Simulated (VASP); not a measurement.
Input of a VASP 6.6.1 run:

File INCAR:

```
PREC = Accurate ; ENCUT = 500
EDIFF = 1E-6 ; ISMEAR = -1
SIGMA = 0.08 ; LREAL = False
LASPH = True ; NELM = 120
ALGO = Normal ; ISIF = 2
LWAVE = False ; LCHARG = True
GGA = CA ; LELF = True
LVHAR = True ; NBANDS = 16
GGA_COMPAT = False
```

Contents of KPOINTS:

```
regular mesh
0
Gamma
  14 14 14
```

Contents of POSCAR:

```
AsRu
1.0
    0.0000000000      2.4869100677      2.4869100677
    2.4869100677      0.0000000000      2.4869100677
    2.4869100677      2.4869100677      0.0000000000
Ru As
1 1
Direct
    0.0000000000      0.0000000000      0.0000000000
    0.5000000000      0.5000000000      0.5000000000
```

Potentials or basis: VASP PAW LDA potentials, release 64 (Ru_pv, As).

Run with:

```sh
$ cat potpaw_LDA.64/Ru_pv/POTCAR potpaw_LDA.64/As/POTCAR > POTCAR
$ mpirun -np 1 vasp_std > vasp.out
```

What does it give for the band gap on the k mesh?

Zero (an odd number of electrons rules out a gap without spin polarisation).

What does it give for the pressure?

0.7 GPa.
